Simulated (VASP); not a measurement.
Set up this calculation in VASP 6.6.1, as the native input.

| Quantity | Value |
| --- | --- |
| Task | single point |
| Functional | PBEsol |
| Potentials or basis | VASP PAW PBE potentials, release 64 (B) |
| Cutoff | 500 eV |
| k mesh | 23 × 23 × 10 |
| Occupations | methfessel-paxton, width 0.1 eV |
| Spin | no spin polarisation |
| Dipole correction | no |
| Further INCAR settings | ALGO = Normal; EDIFF = 1e-06; NBANDS = 8 |

The structure of B lies in POSCAR:

```
B
1.0
    1.7024300000      0.0000000000      0.0000000000
   -0.8512200000      1.4743500000      0.0000000000
    0.0000000000      0.0000000000      3.6354200000
B
1
Direct
    0.0000000000      0.0000000000      0.0000000000
```

The input as run:

INCAR

```
ALGO = Normal
EDIFF = 1E-6
ENCUT = 500
GGA = PS
GGA_COMPAT = False
ISIF = 2
ISMEAR = 1
LASPH = True
LCHARG = False
LREAL = False
LWAVE = False
NBANDS = 8
NELM = 120
PREC = Accurate
SIGMA = 0.1
```

KPOINTS

```
k-points
0
Gamma
  23 23 10
```

Potentials or basis: VASP PAW PBE potentials, release 64 (B).

Command:

```sh
$ cat potpaw_PBE.64/B/POTCAR > POTCAR
$ mpirun -np 1 vasp_std > vasp.out
```

Results of the run:

```
Pressure : 1.4 GPa
```

Caveat: the PAW data sets were made with another functional, which shifts forces and pressure a little.

Run time: 9 s on 1 thread of Intel(R) Xeon(R) Platinum 8375C CPU @ 2.90GHz (Ice Lake) (shared host), peak memory 0.12 GiB.
